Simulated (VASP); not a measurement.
Write the native input for VASP 6.6.1 that does the following.

```
Task                   : single point
Functional             : PBE
Potentials or basis    : VASP PAW PBE potentials, release 64 (P, Al)
Cutoff                 : 400 eV
k mesh                 : 6 × 6 × 1
Occupations            : gaussian, width 0.05 eV
Spin                   : collinear spin
Starting moments       : [0.0, 0.0, 0.0, 0.0, 0.0, 0.0, 0.0, 0.0, 0.5, 0.5, 0.0, 0.5, 0.0, 0.0, 0.0, 0.0, 0.0, 0.0, 0.0, 0.0, 0.0, 0.0, 0.0] μB
Dipole correction      : yes
Further INCAR settings : ALGO = Normal; EDIFF = 1e-06; NBANDS = 68; NELMDL = -8
```

The structure of Al11P12 lies in POSCAR:

```
Al11P12
1.0
    7.7088781277      0.0000000000      0.0000000000
   -3.8544390639      6.6760842933      0.0000000000
    0.0000000000      0.0000000000     25.0810564880
P Al
12 11
Direct
    0.0000000000      0.0000000000      0.3588365588
    0.0000000000      0.5000000000      0.3588365588
    0.5000000000      0.0000000000      0.3588365588
    0.5000000000      0.5000000000      0.3588365588
    0.1666666667      0.3333333333      0.4843151699
    0.1666666667      0.8333333333      0.4843151699
    0.6666666667      0.3333333333      0.4843151699
    0.6666666667      0.8333333333      0.4843151699
    0.3523549499      0.2047098998      0.6140357103
    0.3523549499      0.6476450501      0.6140357103
    0.8333333333      0.1666666667      0.6125089844
    0.7952901002      0.6476450501      0.6140357103
    0.1666666667      0.3333333333      0.3902062090
    0.1666666667      0.8333333333      0.3902062090
    0.6666666667      0.3333333333      0.3902062090
    0.6666666667      0.8333333333      0.3902062090
    0.3343362607      0.1686725214      0.5184633420
    0.3343362607      0.6656637393      0.5184633420
    0.8333333333      0.1666666667      0.5153506164
    0.8313274786      0.6656637393      0.5184633420
    0.0124289177     -0.0124289177      0.6153469666
    0.0124289177      0.5248578354      0.6153469666
    0.4751421646     -0.0124289177      0.6153469666
```

This cell differs from its parent crystal: atoms taken out, then relaxed in part.

These files were run (other wordings do the same):

INCAR

```
SYSTEM = Al11P12
PREC = Accurate
ENCUT = 400
EDIFF = 1E-6
ISMEAR = 0
SIGMA = 0.05
LREAL = .False.
LASPH = .True.
NELM = 200
ALGO = Normal
ISIF = 2
LWAVE = .False.
LCHARG = .False.
ISPIN = 2
MAGMOM = 0 0 0 0 0 0 0 0 0.5 0.5 0 0.5 0 0 0 0 0 0 0 0 0 0 0
LORBIT = 11
LDIPOL = .True.
IDIPOL = 3
DIPOL = 0.5 0.5 0.492
GGA = PE
NBANDS = 68
GGA_COMPAT = .False.
NELMDL = -8
KPAR = 4
```

KPOINTS

```
Automatic mesh
0
Gamma
  6 6 1
  0 0 0
```

Potentials or basis: VASP PAW PBE potentials, release 64 (P, Al).

The run is started by

```bash
$ cat potpaw_PBE.64/P/POTCAR potpaw_PBE.64/Al/POTCAR > POTCAR
$ mpirun -np 4 vasp_std > vasp.out
```

Results of the run:

```
Largest force                                         : 0.788 eV/Å
Net moment                                            : 1.66 μB per cell
Site moments                                          : P +0.25, -0.21, +0.02, +0.05, -0.00 (each value once); Al +0.00, +0.01, -0.01 (each value once) μB
Valence electrons inside the program's atomic spheres : P 2.53, 2.59, 2.58, 2.54, 2.57 (each value once); Al 0.79, 0.78, 0.77 (each value once)
```

Caveat: the cell differs from its parent crystal (atoms taken out, then relaxed in part); a moment this small can come from the mesh or the smearing.

Run time: 20 min on 4 MPI ranks on Intel(R) Xeon(R) Platinum 8375C CPU @ 2.90GHz (Ice Lake), with other jobs on the host, peak memory 1.5 GiB a rank.
